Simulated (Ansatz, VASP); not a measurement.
Si3C in VASP and in Ansatz

INCAR

```
  PREC = Accurate
  ENCUT = 600
  EDIFF = 1E-6
  ISMEAR = 0
  SIGMA = 0.1
  LREAL = False
  LASPH = True
  NELM = 60
  ALGO = Normal
  ISIF = 3
  LWAVE = False
  LCHARG = False
  GGA = PE
  IBRION = 2
  NSW = 100
  EDIFFG = -0.01
```

The input KPOINTS:

```
regular mesh
0
Gamma
  18 18 6
```

POSCAR

```
Si3C
1.0
    2.7996751128      0.0000000000      0.0000000000
   -1.3998375564      2.4245897701      0.0000000000
    0.0000000000      0.0000000000      7.6451662623
Si C
3 1
Direct
    0.3333333333      0.6666666667      0.8418020351
    0.3333333333      0.6666666667      0.1581979649
    0.6666666667      0.3333333333      0.5000000000
    0.6666666667      0.3333333333      0.0000000000
```

Input for Ansatz:

```yaml
crystal:
  lattice:
    - [2.7996751128, 0.0, 0.0]
    - [-1.3998375564, 2.4245897701, 0.0]
    - [0.0, 0.0, 7.6451662623]
  atoms:
    - { symbol: Si, position: [0.3333333333, 0.6666666667, 0.8418020351] }
    - { symbol: Si, position: [0.3333333333, 0.6666666667, 0.1581979649] }
    - { symbol: Si, position: [0.6666666667, 0.3333333333, 0.5] }
    - { symbol: C, position: [0.6666666667, 0.3333333333, 0.0] }
basis:
  ecutwfc: 420
kpoints:
  mp_grid: { grid: [18, 18, 6] }
hamiltonian:
  xc: pbe
scf:
  occupations: { method: gaussian, width: 0.1 }
output:
  forces: true
  stress: true
  eigenvalues: true
relax:
  adjacent_minimum: "off"
  f_tol: 0.01
  max_steps: 80
  cell: { stress_tol: 0.05 }
```

Alike in both runs: task relaxation of cell and atoms; functional PBE; k mesh 18 × 18 × 6; occupations gaussian, width 0.1 eV; no spin polarisation.

```csv
,VASP,Ansatz
version,VASP 6.6.1,Ansatz 0.2.0
potentials or method,"VASP PAW PBE potentials, release 64 (Si, C), cutoff 600 eV","scalar-relativistic, plane waves, PAW"
valence electrons in the cell,16,16
```

Ansatz gave:

| Property | Result |
| --- | --- |
| gap on the k mesh at the Fermi level, each at its own relaxed structure (eV) | none |
| relaxed volume (Å³/atom) | 12.01 |
| relaxed cell length with the largest relative difference (Å) | 6.653 |

**Question.** Estimate VASP's values.

**Answer.** gap on the k mesh at the Fermi level, each at its own relaxed structure (eV): none; relaxed volume (Å³/atom): 12.01; relaxed cell length with the largest relative difference (Å): 6.645.

A gap of «none» marks a metal or a gap that the smearing closes.
